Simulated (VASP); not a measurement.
# ZrH (P2/m) in VASP: further runs

ZrH is run at these levels: PBEsol; tasks: single point.

Program: VASP 6.6.1. These are calculated values, not measurements. Logs are shortened: lines on timing, memory, paths and dates and some standing lists are left out, and cuts for length are marked.

**1. The cell of the first run**

Symmetry: P2/m, No. 10, monoclinic system. The conventional cell has a = 3.190 Å, b = 3.190 Å, c = 4.994 Å, α = 90.00°, β = 92.29°, γ = 90.00°. Zr (site symmetry 2/m) has 4 H at 2.03 Å within 2.7 Å. Within 2.7 Å of Zr (site symmetry 2/m) lie 4 H at 2.02 to 2.03 Å. H (site symmetry m) has 4 Zr at 2.02 to 2.03 Å and 2 H at 2.50 Å within 2.7 Å.

**2. Single point, PBEsol (shear of c along a, cell held: +4.0 %, then relaxed in part)**

File INCAR:

```
SYSTEM = ZrH
PREC = Accurate ; ENCUT = 520
EDIFF = 1E-7 ; ISMEAR = 0
SIGMA = 0.1 ; LREAL = .False.
LASPH = .True. ; NELM = 80
ALGO = Normal ; ISIF = 2
LWAVE = .False. ; LCHARG = .True.
GGA = PS ; LELF = .True.
LVHAR = .True. ; NBANDS = 21
```

File KPOINTS:

```
regular mesh
0
Gamma
  16 16 10
  0 0 0
```

File POSCAR:

```
ZrH
1.0
    3.1902763251      0.0000000000      0.0000000000
    0.0000000000      3.1902763251      0.0000000000
    0.1996202913      0.0000000000      4.9905072820
Zr H
2 2
Direct
    0.0000000000      0.5000000000      0.0000000000
    0.5000000000      0.0000000000      0.5000000000
   -0.0127405348      0.0000000000      0.7502346726
    0.0127405348      0.0000000000      0.2497653274
```

Potentials or basis: VASP PAW PBE potentials, release 64 (Zr_sv, H).

Launch:

```console
$ cat potpaw_PBE.64/Zr_sv/POTCAR potpaw_PBE.64/H/POTCAR > POTCAR
$ mpirun -np 1 vasp_std > vasp.out
```

OUTCAR:

```text
SYSTEM = ZrH
   PREC = Accurate
   ENCUT = 520
   EDIFF = 1E-7
   ISMEAR = 0
   LREAL = .False.
   LASPH = .True.
   NELM = 80
   ISIF = 2
   GGA = PS

 ion  position               nearest neighbor table
   1  0.000  0.500  0.000-   3 2.03   4 2.03   3 2.03   4 2.03   2 3.32   2 3.32   2 3.32   2 3.32
                             2 3.41   2 3.41   2 3.41   2 3.41
   2  0.500  0.000  0.500-   4 2.02   3 2.02   4 2.03   3 2.03   1 3.32   1 3.32   1 3.32   1 3.32
                             1 3.41   1 3.41   1 3.41   1 3.41
   3  0.987  0.000  0.750-   2 2.02   1 2.03   1 2.03   2 2.03
   4  0.013  0.000  0.250-   2 2.02   1 2.03   1 2.03   2 2.03

  LATTYP: Found a simple monoclinic cell.
 ALAT       =     3.1902763251
 B/A-ratio  =     1.0000000000
 C/A-ratio  =     1.5655377727
 COS(beta)  =    -0.0399680384

  Lattice vectors:

 A1 = (   3.1902763251,   0.0000000000,   0.0000000000)
 A2 = (   0.0000000000,  -3.1902763251,   0.0000000000)
 A3 = (  -0.1996202913,   0.0000000000,  -4.9905072820)

Analysis of symmetry for initial positions (statically):
=====================================================================
 Subroutine PRICEL returns:
 Original cell was already a primitive cell.

 Routine SETGRP: Setting up the symmetry group for a
 simple monoclinic supercell.

 Subroutine GETGRP returns: Found  4 space group operations
 (whereof  4 operations were pure point group operations)
 out of a pool of  4 trial point group operations.

The static configuration has the point symmetry C_2h.

Analysis of symmetry for dynamics (positions and initial velocities):
=====================================================================
 Subroutine PRICEL returns:
 Original cell was already a primitive cell.

 Routine SETGRP: Setting up the symmetry group for a
 simple monoclinic supercell.

 Subroutine GETGRP returns: Found  4 space group operations
 (whereof  4 operations were pure point group operations)
 out of a pool of  4 trial point group operations.

The dynamic configuration has the point symmetry C_2h.

 Subroutine INISYM returns: Found  4 space group operations
 (whereof  4 operations are pure point group operations),
 and found     1 'primitive' translations

----------------------------------------------------------------------------------------

                                     Primitive cell

  volume of cell :      50.7927

  direct lattice vectors                    reciprocal lattice vectors
     3.190276325  0.000000000  0.000000000     0.313452472  0.000000000 -0.012538099
     0.000000000  3.190276325  0.000000000     0.000000000  0.313452472  0.000000000
     0.199620291  0.000000000  4.990507282     0.000000000  0.000000000  0.200380431

  length of vectors
     3.190276325  3.190276325  4.994498092     0.313703134  0.313452472  0.200380431

  position of ions in fractional coordinates (direct lattice)
     0.000000000  0.500000000  0.000000000
     0.500000000  0.000000000  0.500000000
     0.987259465  0.000000000  0.750234673
     0.012740535  0.000000000  0.249765327

  ion indices of the primitive-cell ions
   primitive index   ion index
                 1           1
                 2           2
                 3           3
                 4           4

----------------------------------------------------------------------------------------

 KPOINTS: regular mesh

Automatic generation of k-mesh.
 Grid dimensions read from file:
 generate k-points for:   16   16   10

 Generating k-lattice:

  Cartesian coordinates                     Fractional coordinates (reciprocal lattice)
     0.019590779  0.000000000 -0.000783631     0.062500000  0.000000000  0.000000000
     0.000000000  0.019590779  0.000000000     0.000000000  0.062500000  0.000000000
     0.000000000  0.000000000  0.020038043     0.000000000  0.000000000  0.100000000

  Length of vectors
     0.019606446  0.019590779  0.020038043

  Shift w.r.t. Gamma in fractional coordinates (k-lattice)
     0.000000000  0.000000000  0.000000000

 Subroutine IBZKPT returns following result:
 ===========================================

 Found    738 irreducible k-points:

 Following reciprocal coordinates:
            Coordinates               Weight
  0.000000  0.000000  0.000000      1.000000
  0.062500  0.000000 -0.000000      2.000000
  0.125000  0.000000 -0.000000      2.000000
  0.187500  0.000000  0.000000      2.000000
  0.250000  0.000000 -0.000000      2.000000
  0.312500  0.000000  0.000000      2.000000
[... 16 lines left out ...]
  0.250000  0.125000 -0.000000      4.000000
  0.312500  0.125000  0.000000      4.000000
 [... further k-points ...]
   k-points           NKPTS =    738   k-points in BZ     NKDIM =    738   number of bands    NBANDS=     21
   number of dos      NEDOS =    301   number of ions     NIONS =      4
   total plane-waves  NPLWV =  23040
   dimension x,y,z NGX =    24 NGY =   24 NGZ =   40
   dimension x,y,z NGXF=    48 NGYF=   48 NGZF=   80
   ions per type =               2   2
   NGX,Y,Z   is equivalent  to a cutoff of  12.51, 12.51, 13.31 a.u.
   NGXF,Y,Z  is equivalent  to a cutoff of  25.01, 25.01, 26.63 a.u.
 SYSTEM =  ZrH
   PREC   = accura    normal or accurate (medium, high low for compatibility)
   ISTART =      0    job   : 0-new  1-cont  2-samecut
   ICHARG =      2    charge: 1-file 2-atom 10-const
   ISPIN  =      1    spin polarized calculation?
   LNONCOLLINEAR =      F non collinear calculations
   LSORBIT =      F    spin-orbit coupling
   LASPH  =      T    aspherical Exc in radial PAW
   ENCUT  =  520.0 eV  38.22 Ry    6.18 a.u.   5.93  5.93  9.29*2*pi/ulx,y,z
   NELM   =     80;   NELMIN=  2; NELMDL= -5     # of ELM steps
   EDIFF  = 0.1E-06   stopping-criterion for ELM
   LREAL  =      F    real-space projection
   EDIFFG = 0.1E-05   stopping-criterion for IOM
   NSW    =      0    number of steps for IOM
   IBRION =     -1    ionic relax: 0-MD 1-quasi-New 2-CG
   NFREE  =      0    steps in history (QN), initial steepest desc. (CG)
   ISIF   =      2    stress and relaxation
   ISYM   =      2    0-nonsym 1-usesym 2-fastsym
   POTIM  = 0.5000    time-step for ionic-motion
   TEBEG  =    0.0;   TEEND  =   0.0 temperature during run
   PSTRESS=    0.0 pullay stress
   NELECT =      26.0000    total number of electrons
   NUPDOWN=      -1.0000    fix difference up-down
   EMIN   =  10.00;   EMAX   =-10.00  energy-range for DOS
   EFERMI =   0.00;   METHOD = LEGACY
   ISMEAR =     0;   SIGMA  =   0.10  broadening in eV -4-tet -1-fermi 0-gaus
   EFERMI_NEDOS =   21; number of points for ismear=-14 and -15
   IALGO  =     38    algorithm
   IMIX   =      4    mixing-type and parameters
     AMIX     =   0.40;   BMIX     =  1.00
     AMIX_MAG =   1.60;   BMIX_MAG =  1.00
  volume/ion in A,a.u.               =      12.70        85.69
  Fermi-wavevector in a.u.,A,eV,Ry     =   1.309580  2.474748 23.334004  1.715001
  Thomas-Fermi vector in A             =   2.440169
   LORBIT       =      0    0 simple, 1 ext, 2 COOP (PROOUT), +10 PAW based schemes
   GGA     = PS    functional components
   LHFCALC =     F    Hartree Fock is set to
   AEXX    =    0.0000 exact exchange contribution
   IVDW    =     0    specifies the selected vdW correction
   LEPSILON=     F    determine dielectric tensor
   LRPA    =     F    only Hartree local field effects (RPA)
 non-spin polarized calculation
 Gauss-broadening in eV      SIGMA  =   0.10
  energy-cutoff  :      520.00
  volume of cell :       50.79
 maximum number of plane-waves:      1391
   NGX = 11   NGY = 11   NGZ = 19

 number of electron      26.0000001 magnetization

 Free energy of the ion-electron system (eV)
  ---------------------------------------------------
  ext. energy  EPLUGINS =         0.00000000
  ---------------------------------------------------
  free energy    TOTEN  =       -26.65195328 eV

  energy without entropy =      -26.64151301  energy(sigma->0) =      -26.64673315

 E-fermi :   8.3273     XC(G=0): -11.2700

 val. band max:        8.3259094026   @ k =   0.1875   0.2500   0.4000
 cond. band min:       8.3286985562   @ k =   0.4375   0.1250   0.5000
 fundamental gap:      0.0027891536
 Fermi energy:         8.3272705019

 k-point     1 :       0.0000    0.0000    0.0000
  band No.  band energies     occupation
      1     -40.3878      2.00000
      2     -40.2734      2.00000
      3     -18.8351      2.00000
      4     -18.2526      2.00000
      5     -18.2470      2.00000
      6     -18.0859      2.00000
[... 13 lines left out ...]
     20      13.3240      0.00000
     21      14.6226      0.00000

 k-point     2 :       0.0625    0.0000   -0.0000
  band No.  band energies     occupation
      1     -40.3847      2.00000
      2     -40.2725      2.00000
      3     -18.8254      2.00000
      4     -18.2697      2.00000
      5     -18.2492      2.00000
      6     -18.0935      2.00000
[... 13 lines left out ...]
     20      13.2546      0.00000
     21      14.9265      0.00000

 k-point     3 :       0.1250    0.0000   -0.0000
  band No.  band energies     occupation
      1     -40.3759      2.00000
      2     -40.2700      2.00000
      3     -18.7967      2.00000
      4     -18.3340      2.00000
      5     -18.2393      2.00000
      6     -18.1313      2.00000
[... 13 lines left out ...]
     20      13.2441      0.00000
     21      15.5327      0.00000

 k-point     4 :       0.1875    0.0000    0.0000
  band No.  band energies     occupation
      1     -40.3622      2.00000
      2     -40.2667      2.00000
      3     -18.7510      2.00000
      4     -18.4295      2.00000
      5     -18.2240      2.00000
      6     -18.2213      2.00000
[... 13 lines left out ...]
     20      13.5752      0.00000
     21      15.0718      0.00000

 k-point     5 :       0.2500    0.0000   -0.0000
  band No.  band energies     occupation
      1     -40.3452      2.00000
      2     -40.2636      2.00000
      3     -18.6918      2.00000
      4     -18.5405      2.00000
      5     -18.3334      2.00000
      6     -18.2050      2.00000
[... 13 lines left out ...]
     20      14.0955      0.00000
     21      14.5650      0.00000

 k-point     6 :       0.3125    0.0000    0.0000
  band No.  band energies     occupation
      1     -40.3267      2.00000
      2     -40.2621      2.00000
      3     -18.6602      2.00000
      4     -18.6123      2.00000
      5     -18.4437      2.00000
      6     -18.1908      2.00000
[... 13 lines left out ...]
     20      14.3883      0.00000
     21      14.7187      0.00000

 k-point     7 :       0.3750    0.0000    0.0000
  band No.  band energies     occupation
      1     -40.3084      2.00000
      2     -40.2632      2.00000
      3     -18.7479      2.00000
      4     -18.5411      2.00000
      5     -18.5350      2.00000
      6     -18.2445      2.00000
[... 13 lines left out ...]
     20      14.5632      0.00000
     21      15.3125      0.00000
[... 291 lines left out ...]
      1     -40.3729      2.00000
      2     -40.2690      2.00000
      3     -18.7872      2.00000
      4     -18.3393      2.00000
      5     -18.2538      2.00000
      6     -18.1167      2.00000
[... 13 lines left out ...]
     20      13.2905      0.00000
     21      15.8443      0.00000

 k-point    21 :       0.1250    0.1250   -0.0000
  band No.  band energies     occupation
      1     -40.3643      2.00000
      2     -40.2663      2.00000
      3     -18.7600      2.00000
      4     -18.3545      2.00000
      5     -18.2937      2.00000
      6     -18.1469      2.00000
[... 13 lines left out ...]
     20      13.3848      0.00000
     21      16.2435      0.00000

 k-point    22 :       0.1875    0.1250    0.0000
  band No.  band energies     occupation
      1     -40.3511      2.00000
      2     -40.2627      2.00000
      3     -18.7168      2.00000
      4     -18.4338      2.00000
      5     -18.2959      2.00000
      6     -18.2294      2.00000
[... 13 lines left out ...]
     20      13.7469      0.00000
     21      15.6748      0.00000

 k-point    23 :       0.2500    0.1250   -0.0000
  band No.  band energies     occupation
      1     -40.3346      2.00000
      2     -40.2591      2.00000
      3     -18.6615      2.00000
      4     -18.5419      2.00000
      5     -18.3383      2.00000
      6     -18.2793      2.00000
[... 13 lines left out ...]
     20      14.2901      0.00000
     21      15.0807      0.00000

 k-point    24 :       0.3125    0.1250    0.0000
  band No.  band energies     occupation
      1     -40.3167      2.00000
      2     -40.2570      2.00000
      3     -18.6603      2.00000
      4     -18.5872      2.00000
      5     -18.4447      2.00000
      6     -18.2617      2.00000
[... 13 lines left out ...]
     20      14.7396      0.00000
     21      14.9377      0.00000

 [... further k-points ...]
[... 5 lines left out ...]
  --------------------------------------------------------------------------------------
  -------------------------------------------------------------------------------------
  Total        0.0405366     -0.0333512      0.0720741      0.0000000      0.0000000     -0.6040875
  in kB        1.2786661     -1.0520136      2.2734671      0.0000000      0.0000000    -19.0550072
  external PRESSURE =       0.8333732 kB  Pullay stress =       0.0000000 kB

 VOLUME and BASIS-vectors are now :
 -----------------------------------------------------------------------------
  energy-cutoff  :      520.00
  volume of cell :       50.79
      direct lattice vectors                 reciprocal lattice vectors
     3.190276325  0.000000000  0.000000000     0.313452472  0.000000000 -0.012538099
     0.000000000  3.190276325  0.000000000     0.000000000  0.313452472  0.000000000
     0.199620291  0.000000000  4.990507282     0.000000000  0.000000000  0.200380431

 POSITION                                       TOTAL-FORCE (eV/Angst)
 -----------------------------------------------------------------------------------
      0.00000      1.59514      0.00000        -0.000000      0.000000     -0.000000
      1.69495      0.00000      2.49525         0.000000      0.000000     -0.000000
      3.29939      0.00000      3.74405        -0.000537      0.000000      0.000687
      0.09050      0.00000      1.24646         0.000537      0.000000     -0.000687
 -----------------------------------------------------------------------------------
    total drift:                               -0.000000      0.000000     -0.000000

  FREE ENERGIE OF THE ION-ELECTRON SYSTEM (eV)
  ---------------------------------------------------
  free  energy   TOTEN  =       -26.6519532836 eV

  energy  without entropy=      -26.6415130089  energy(sigma->0) =      -26.64673315
```

It took 15 min on 1 thread of Intel Xeon 8259CL, shared host; peak memory 0.7 GiB.

Results:

```yaml
Free_energy: -26.6520 eV
Pressure: 0.1 GPa
Band_gap_on_the_k_mesh: zero (bands 13 and 14 overlap by 0.92 eV)
```

Levels at points of the mesh, in eV from the Fermi level:
```tsv
k point	band 11	band 12	band 13	band 14	band 15	band 16
(0.00, 0.00, 0.00)	-3.06	-2.86	-0.10	0.81	0.87	2.19
(0.50, 0.00, 0.00)	-1.87	-0.84	-0.51	-0.24	1.81	2.05
(0.00, 0.50, 0.00)	-1.88	-0.81	-0.55	-0.24	1.80	2.06
(0.50, 0.50, 0.00)	-2.96	-2.96	-1.90	3.11	3.91	4.34
(0.00, 0.00, 0.50)	-1.76	-1.75	-0.08	-0.08	1.95	1.96
(0.50, 0.00, 0.50)	-2.80	-0.30	0.26	0.66	0.76	1.26
(0.00, 0.50, 0.50)	-2.80	-0.27	0.15	0.64	0.80	1.32
(0.50, 0.50, 0.50)	-2.05	-2.03	-0.27	-0.27	1.61	1.61
```

Caveat: the cell differs from its parent crystal (shear of c along a, cell held: +4.0 %, then relaxed in part); the PAW data sets were made with another functional, which shifts forces and pressure a little.

**3. Single point, PBEsol (shear of c along a, cell held: +6.0 %, then relaxed in part)**

File INCAR:

```
PREC = Accurate
ENCUT = 520
EDIFF = 1E-7
ISMEAR = 0
SIGMA = 0.1
LREAL = False
LASPH = True
NELM = 80
ALGO = Normal
ISIF = 2
LWAVE = False
LCHARG = False
GGA = PS
NBANDS = 21
```

File KPOINTS:

```
regular mesh
0
Gamma
  16 16 10
```

File POSCAR:

```
ZrH
1.0
    3.1902763251      0.0000000000      0.0000000000
    0.0000000000      3.1902763251      0.0000000000
    0.2994304369      0.0000000000      4.9905072820
Zr H
2 2
Direct
    0.0000000000      0.5000000000      0.0000000000
    0.5000000000      0.0000000000      0.5000000000
   -0.0191394854      0.0000000000      0.7504824572
    0.0191394854      0.0000000000      0.2495175428
```

Potentials or basis: VASP PAW PBE potentials, release 64 (Zr_sv, H).

Launch:

```console
$ cat potpaw_PBE.64/Zr_sv/POTCAR potpaw_PBE.64/H/POTCAR > POTCAR
$ mpirun -np 1 vasp_std > vasp.out
```

Wall time 17 min (1 thread of Intel Xeon 8259CL, shared host); peak memory 0.7 GiB.

Results (log left out):

- Free energy: -26.6372 eV
- Pressure: 0.1 GPa
- Largest force: 0.003 eV/Å
- Band gap on the k mesh: zero (bands 13 and 14 overlap by 0.96 eV)

Forces in eV/Å, atoms in the order of the input:
```
Zr   0.000  0.000  0.000
Zr   0.000  0.000  0.000
H   -0.001  0.000  0.003
H    0.001  0.000 -0.003
```

Stress tensor (GPa, compression positive):
```
 0.16  0.00 -2.77
 0.00 -0.34  0.00
-2.77  0.00  0.35
```

Levels at points of the mesh, in eV from the Fermi level:
```csv
k point,band 10,band 11,band 12,band 13,band 14,band 15,band 16,band 17
"(0.00, 0.00, 0.00)",-3.47,-3.05,-2.84,-0.16,0.81,0.95,2.22,3.69
"(0.50, 0.00, 0.00)",-5.47,-1.84,-0.87,-0.46,-0.23,1.83,2.06,2.46
"(0.00, 0.50, 0.00)",-5.44,-1.87,-0.80,-0.53,-0.22,1.80,2.07,2.45
"(0.50, 0.50, 0.00)",-3.67,-2.95,-2.95,-1.89,3.13,3.85,4.27,4.61
"(0.00, 0.00, 0.50)",-6.68,-1.75,-1.73,-0.07,-0.07,1.96,1.98,2.53
"(0.50, 0.00, 0.50)",-3.91,-2.80,-0.36,0.34,0.71,0.77,1.27,4.04
"(0.00, 0.50, 0.50)",-3.89,-2.79,-0.30,0.12,0.65,0.87,1.39,3.95
"(0.50, 0.50, 0.50)",-5.40,-2.03,-2.00,-0.26,-0.25,1.60,1.61,5.50
```

Caveat: the cell differs from its parent crystal (shear of c along a, cell held: +6.0 %, then relaxed in part); the PAW data sets were made with another functional, which shifts forces and pressure a little.
